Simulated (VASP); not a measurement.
# Ti3H in VASP: a series of runs, part 2 of 2

VASP 6.6.1. Earlier steps stand in the parts before.

## Step 4: Single point, PBE

Contents of INCAR:

```
PREC = Accurate
ENCUT = 520
EDIFF = 1E-6
ISMEAR = 0
SIGMA = 0.1
LREAL = F
LASPH = T
NELM = 60
ALGO = Normal
ISIF = 2
LWAVE = F
LCHARG = F
LDIPOL = T
IDIPOL = 3
DIPOL = 0.5 0.5 0.315
GGA = PE
NBANDS = 47
```

Contents of KPOINTS:

```
Automatic mesh
0
Gamma
  6 6 1
```

Contents of POSCAR:

```
Ti3H
1.0
    4.6037402166      0.0000000000      0.0000000000
   -2.3018701083      3.9869559800      0.0000000000
    0.0000000000      0.0000000000     22.4968207969
Ti H
6 2
Direct
    0.6666666667      0.3333333333      0.1778029010
    0.3333333333      0.6666666667      0.2195747826
    0.0000000000      0.0000000000      0.2613466643
    0.6666666667      0.3333333333      0.2980472831
    0.3333333333      0.6666666667      0.3304570154
    0.0000000000      0.0000000000      0.3776898467
    0.1671664623      0.8328335377      0.4261411372
    0.4995002043      0.5004997957      0.4261411372
```

Potentials or basis: VASP PAW PBE potentials, release 64 (Ti_sv, H).

Launch:

```bash
$ cat potpaw_PBE.64/Ti_sv/POTCAR potpaw_PBE.64/H/POTCAR > POTCAR
$ mpirun -np 1 vasp_std > vasp.out
```

OUTCAR:

```text
PREC = Accurate
   ENCUT = 520
   EDIFF = 1E-6
   ISMEAR = 0
   LREAL = F
   LASPH = T
   NELM = 60
   ISIF = 2
   GGA = PE

 ion  position               nearest neighbor table
   1  0.667  0.333  0.178-   4 2.71   2 2.82   2 2.82   2 2.82
   2  0.333  0.667  0.220-   5 2.49   1 2.82   1 2.82   3 2.82   1 2.82   3 2.82   3 2.82
   3  0.000  0.000  0.261-   6 2.62   4 2.78   4 2.78   4 2.78   2 2.82   2 2.82   2 2.82
   4  0.667  0.333  0.298-   1 2.71   5 2.76   5 2.76   5 2.76   3 2.78   3 2.78   3 2.78
   5  0.333  0.667  0.330-   2 2.49   4 2.76   4 2.76   4 2.76   6 2.86   6 2.86   6 2.86
   6  0.000  0.000  0.378-   7 1.72   3 2.62   5 2.86   5 2.86   5 2.86
   7  0.167  0.833  0.426-   6 1.72
   8  0.500  0.500  0.426-

  LATTYP: Found a hexagonal cell.
 ALAT       =     4.6037402166
 C/A-ratio  =     4.8866399359

  Lattice vectors:

 A1 = (   4.6037402166,   0.0000000000,   0.0000000000)
 A2 = (  -2.3018701083,   3.9869559800,   0.0000000000)
 A3 = (   0.0000000000,   0.0000000000,  22.4968207969)

Analysis of symmetry for initial positions (statically):
=====================================================================
 Subroutine PRICEL returns:
 Original cell was already a primitive cell.

 Routine SETGRP: Setting up the symmetry group for a
 hexagonal supercell.

 Subroutine GETGRP returns: Found  2 space group operations
 (whereof  2 operations were pure point group operations)
 out of a pool of 24 trial point group operations.

The static configuration has the point symmetry C_1h.

Analysis of symmetry for dynamics (positions and initial velocities):
=====================================================================
 Subroutine PRICEL returns:
 Original cell was already a primitive cell.

 Routine SETGRP: Setting up the symmetry group for a
 hexagonal supercell.

 Subroutine GETGRP returns: Found  2 space group operations
 (whereof  2 operations were pure point group operations)
 out of a pool of 24 trial point group operations.

The dynamic configuration has the point symmetry C_1h.

 Subroutine INISYM returns: Found  2 space group operations
 (whereof  2 operations are pure point group operations),
 and found     1 'primitive' translations

----------------------------------------------------------------------------------------

                                     Primitive cell

  volume of cell :     412.9271

  direct lattice vectors                    reciprocal lattice vectors
     4.603740217  0.000000000  0.000000000     0.217214689  0.125408959  0.000000000
    -2.301870108  3.986955980  0.000000000     0.000000000  0.250817918  0.000000000
     0.000000000  0.000000000 22.496820797     0.000000000  0.000000000  0.044450725

  length of vectors
     4.603740217  4.603740217 22.496820797     0.250817918  0.250817918  0.044450725

  position of ions in fractional coordinates (direct lattice)
     0.666666667  0.333333333  0.177802901
     0.333333333  0.666666667  0.219574783
     0.000000000  0.000000000  0.261346664
     0.666666667  0.333333333  0.298047283
     0.333333333  0.666666667  0.330457015
     0.000000000  0.000000000  0.377689847
     0.167166462  0.832833538  0.426141137
     0.499500204  0.500499796  0.426141137

[... 47 lines left out ...]
 -0.166667  0.333333  0.000000      4.000000
  0.333333  0.166667  0.000000      4.000000
 -0.166667  0.500000  0.000000      4.000000
  0.500000  0.333333  0.000000      4.000000
  0.333333  0.333333  0.000000      2.000000
   k-points           NKPTS =     13   k-points in BZ     NKDIM =     13   number of bands    NBANDS=     47
   number of dos      NEDOS =    301   number of ions     NIONS =      8
   total plane-waves  NPLWV = 217728
   dimension x,y,z NGX =    36 NGY =   36 NGZ =  168
   dimension x,y,z NGXF=    72 NGYF=   72 NGZF=  336
   ions per type =               6   2
   NGX,Y,Z   is equivalent  to a cutoff of  13.00, 13.00, 12.41 a.u.
   NGXF,Y,Z  is equivalent  to a cutoff of  26.00, 26.00, 24.83 a.u.
 SYSTEM =  unknown system
   PREC   = accura    normal or accurate (medium, high low for compatibility)
   ISTART =      0    job   : 0-new  1-cont  2-samecut
   ICHARG =      2    charge: 1-file 2-atom 10-const
   ISPIN  =      1    spin polarized calculation?
   LNONCOLLINEAR =      F non collinear calculations
   LSORBIT =      F    spin-orbit coupling
   LASPH  =      T    aspherical Exc in radial PAW
   ENCUT  =  520.0 eV  38.22 Ry    6.18 a.u.   8.56  8.56 41.83*2*pi/ulx,y,z
   NELM   =     60;   NELMIN=  2; NELMDL= -5     # of ELM steps
   EDIFF  = 0.1E-05   stopping-criterion for ELM
   LREAL  =      F    real-space projection
[... 7 lines left out ...]
   TEBEG  =    0.0;   TEEND  =   0.0 temperature during run
   PSTRESS=    0.0 pullay stress
   NELECT =      74.0000    total number of electrons
   NUPDOWN=      -1.0000    fix difference up-down
   EMIN   =  10.00;   EMAX   =-10.00  energy-range for DOS
   EFERMI =   0.00;   METHOD = LEGACY
   ISMEAR =     0;   SIGMA  =   0.10  broadening in eV -4-tet -1-fermi 0-gaus
   EFERMI_NEDOS =   21; number of points for ismear=-14 and -15
   IALGO  =     38    algorithm
   IMIX   =      4    mixing-type and parameters
     AMIX     =   0.40;   BMIX     =  1.00
     AMIX_MAG =   1.60;   BMIX_MAG =  1.00
  volume/ion in A,a.u.               =      51.62       348.32
  Fermi-wavevector in a.u.,A,eV,Ry     =   0.922984  1.744187 11.590801  0.851900
  Thomas-Fermi vector in A             =   2.048571
   LORBIT       =      0    0 simple, 1 ext, 2 COOP (PROOUT), +10 PAW based schemes
   GGA     = PE    functional components
   LHFCALC =     F    Hartree Fock is set to
   AEXX    =    0.0000 exact exchange contribution
   IVDW    =     0    specifies the selected vdW correction
   LEPSILON=     F    determine dielectric tensor
   LRPA    =     F    only Hartree local field effects (RPA)
 non-spin polarized calculation
 Gauss-broadening in eV      SIGMA  =   0.10
  energy-cutoff  :      520.00
  volume of cell :      412.93
 maximum number of plane-waves:     11163
 NGX is ok and might be reduce to    36
   NGX = 17   NGY = 17   NGZ = 83

 dipolmoment           0.000000      0.000000     -0.237248 electrons x Angstroem

 number of electron      73.9999981 magnetization

 dipolmoment           0.000000      0.000000      0.167137 electrons x Angstroem

 Free energy of the ion-electron system (eV)
  ---------------------------------------------------
  ext. energy  EPLUGINS =         0.00000000
  ---------------------------------------------------
  free energy    TOTEN  =       -48.24573108 eV

  energy without entropy =      -48.16277073  energy(sigma->0) =      -48.20425090

 E-fermi :  -0.9615     XC(G=0):  -4.0083

 val. band max:       -0.9966387738   @ k =   0.5000   0.5000   0.0000
 cond. band min:      -0.9547759614   @ k =   0.5000   0.5000   0.0000
 fundamental gap:      0.0418628124
 Fermi energy:        -0.9615131202

 k-point     1 :       0.0000    0.0000    0.0000
  band No.  band energies     occupation
      1     -58.0535      2.00000
      2     -58.0369      2.00000
      3     -57.5016      2.00000
      4     -57.3658      2.00000
      5     -57.3557      2.00000
      6     -57.2529      2.00000
[... 639 lines left out ...]
     46       0.4290      0.00000
     47       0.7692      0.00000

------------------------ aborting loop because EDIFF is reached ----------------------------------------

 vacuum level on the upper side and lower side of the slab       (xc-potential included)         0.571        -1.023

  FORCE on cell =-STRESS in cart. coord.  units (eV):
  Direction    XX          YY          ZZ          XY          YZ          ZX
  --------------------------------------------------------------------------------------
  -------------------------------------------------------------------------------------
  Total       -2.3889781     -3.7079619     -2.8464143     -1.1422735     -0.7219891      1.2505228
  in kB       -9.2693515    -14.3870729    -11.0442263     -4.4320768     -2.8013530      4.8520894
  external PRESSURE =     -11.5668835 kB  Pullay stress =       0.0000000 kB

 VOLUME and BASIS-vectors are now :
 -----------------------------------------------------------------------------
  energy-cutoff  :      520.00
  volume of cell :      412.93
      direct lattice vectors                 reciprocal lattice vectors
     4.603740217  0.000000000  0.000000000     0.217214689  0.125408959  0.000000000
    -2.301870108  3.986955980  0.000000000     0.000000000  0.250817918  0.000000000
     0.000000000  0.000000000 22.496820797     0.000000000  0.000000000  0.044450725

 POSITION                                       TOTAL-FORCE (eV/Angst)
 -----------------------------------------------------------------------------------
      2.30187      1.32899      4.00000        -0.041318      0.023855      0.083479
     -0.00000      2.65797      4.93973        -0.035067      0.020246      0.296355
      0.00000      0.00000      5.87947         0.004871     -0.002812     -0.798181
      2.30187      1.32899      6.70512        -0.001988      0.001148     -0.504248
     -0.00000      2.65797      7.43423        -0.172402      0.099536      2.028270
      0.00000      0.00000      8.49682        -0.456868      0.263773      0.918245
     -1.14748      3.32047      9.58682         1.026465     -0.592630     -0.328167
      1.14748      1.99547      9.58682        -0.323692      0.186884     -1.695753
 -----------------------------------------------------------------------------------
    total drift:                               -0.000032      0.000018      0.000874

  FREE ENERGIE OF THE ION-ELECTRON SYSTEM (eV)
  ---------------------------------------------------
  free  energy   TOTEN  =       -48.2457310762 eV

  energy  without entropy=      -48.1627707315  energy(sigma->0) =      -48.20425090

 vacuum level on the upper side and lower side of the slab         3.866         2.242
```

Wall time 6.4 min (1 thread of Intel Xeon Platinum 8488C (Sapphire Rapids), shared host); peak memory 0.57 GiB.

Results:

```yaml
Free_energy: -48.2457 eV
Largest_force: 2.038 eV/Å
Band_gap_on_the_k_mesh: zero (bands 37 and 38 overlap by 0.18 eV)
```

Forces on the atoms (eV/Å):
```
Ti  -0.041  0.024  0.083
Ti  -0.035  0.020  0.296
Ti   0.005 -0.003 -0.798
Ti  -0.002  0.001 -0.504
Ti  -0.172  0.100  2.028
Ti  -0.457  0.264  0.918
H    1.026 -0.593 -0.328
H   -0.324  0.187 -1.696
```

## Step 5: Single point, PBE

Contents of INCAR:

```
PREC = Accurate
ENCUT = 520
EDIFF = 1E-6
ISMEAR = 0
SIGMA = 0.1
LREAL = False
LASPH = True
NELM = 80
ALGO = Normal
ISIF = 2
LWAVE = False
LCHARG = False
LDIPOL = True
IDIPOL = 3
DIPOL = 0.5 0.5 0.322
GGA = PE
NBANDS = 47
```

KPOINTS is that of step 4.

POSCAR: that of step 4 with these lines changed.

```diff
@@ -14,3 +14,3 @@
     0.0000000000      0.0000000000      0.3776898467
-    0.1671664623      0.8328335377      0.4261411372
-    0.4995002043      0.5004997957      0.4261411372
+    0.1671664623      0.8328335377      0.4545896013
+    0.4995002043      0.5004997957      0.4545896013
```

Launch:

```bash
$ cat potpaw_PBE.64/Ti_sv/POTCAR potpaw_PBE.64/H/POTCAR > POTCAR
$ mpirun -np 1 vasp_std > vasp.out
```

Wall time 6.7 min (1 thread of Intel Xeon Platinum 8488C (Sapphire Rapids), shared host); peak memory 0.56 GiB.

The run converged. Its results:

```yaml
Free_energy: -46.4951 eV
Largest_force: 2.529 eV/Å
Band_gap_on_the_k_mesh: zero (bands 37 and 38 overlap by 0.27 eV)
```

Forces on the atoms (eV/Å):
```
Ti   0.002 -0.001  0.098
Ti   0.008 -0.005  0.345
Ti  -0.019  0.011 -0.727
Ti  -0.056  0.032 -0.401
Ti  -0.118  0.068  1.219
Ti   0.779 -0.450  2.364
H   -0.454  0.262 -1.390
H   -0.142  0.082 -1.509
```

Levels at points of the mesh, in eV from the Fermi level:
```tsv
k point	band 34	band 35	band 36	band 37	band 38	band 39	band 40	band 41
(0.00, 0.00, 0.00)	-0.48	-0.38	-0.29	-0.16	-0.13	-0.02	0.05	0.54
(0.50, 0.00, 0.00)	-0.40	-0.28	-0.26	-0.12	-0.05	0.03	0.40	0.44
(0.50, 0.50, 0.00)	-0.41	-0.39	-0.21	-0.05	0.02	0.05	0.40	0.55
```

## Step 6: Single point, PBE

Contents of INCAR:

```
SYSTEM = Ti3H
  ALGO = Normal
  DIPOL = 0.5 0.5 0.311
  EDIFF = 1E-6
  ENCUT = 520
  GGA = PE
  IDIPOL = 3
  ISIF = 2
  ISMEAR = 0
  LASPH = .TRUE.
  LCHARG = .FALSE.
  LDIPOL = .TRUE.
  LREAL = .FALSE.
  LWAVE = .FALSE.
  NBANDS = 47
  NELM = 100
  PREC = Accurate
  SIGMA = 0.1
```

Contents of KPOINTS:

```
k-points
0
G
  6 6 1
  0 0 0
```

POSCAR: that of step 5 with these lines changed.

```diff
@@ -14,3 +14,3 @@
     0.0000000000      0.0000000000      0.3776898467
-    0.1671664623      0.8328335377      0.4545896013
-    0.4995002043      0.5004997957      0.4545896013
+    0.2863049736      0.7136950264      0.4119169051
+    0.3803616930      0.6196383070      0.4119169051
```

Potentials or basis: VASP PAW PBE potentials, release 64 (Ti_sv, H).

Launch:

```bash
$ cat potpaw_PBE.64/Ti_sv/POTCAR potpaw_PBE.64/H/POTCAR > POTCAR
$ mpirun -np 1 vasp_std > vasp.out
```

Run time: 5.9 min. Hardware: 1 thread of Intel Xeon Platinum 8488C (Sapphire Rapids), shared host; peak memory 0.56 GiB.

Results (log left out):

```
Free energy            : -48.5246 eV
Largest force          : 3.317 eV/Å
Band gap on the k mesh : zero (bands 37 and 38 overlap by 0.10 eV)
```

Forces on the atoms (eV/Å):
```
Ti  -0.017  0.010  0.005
Ti  -0.007  0.004  0.161
Ti  -0.040  0.023 -0.425
Ti   0.001 -0.001 -0.122
Ti  -0.087  0.050  0.451
Ti   0.088 -0.051 -0.542
H   -2.803  1.618  0.226
H    2.865 -1.654  0.246
```

Levels at points of the mesh, in eV from the Fermi level:
```
           k point  band 34  band 35  band 36  band 37  band 38  band 39  band 40  band 41
(0.00, 0.00, 0.00)    -0.50    -0.49    -0.46    -0.33    -0.05    -0.04    -0.03     0.47
(0.50, 0.00, 0.00)    -0.41    -0.38    -0.27    -0.09     0.00     0.26     0.44     0.51
(0.50, 0.50, 0.00)    -0.41    -0.40    -0.27    -0.08     0.02     0.36     0.43     0.50
```

## Step 7: Overview

```tsv
cell	gap on the mesh (eV)	largest force (eV/Å)
as given, atomic positions A	none	2.17
as given, atomic positions B	none	2.11
as given, atomic positions C	none	2.04
as given, atomic positions D	none	2.53
as given, atomic positions E	none	3.32
```

Alike in all rows: task single point; level PBE; potentials or basis VASP PAW PBE potentials, release 64 (Ti_sv, H); no spin polarisation; k mesh 6 × 6 × 1; cutoff (eV) 520; smearing gaussian 0.1 eV.

Total energies depend on the potentials used, so only differences within one code and one set of settings carry meaning.

The gap in the log of VASP goes by the Fermi energy; the results here count the filled bands.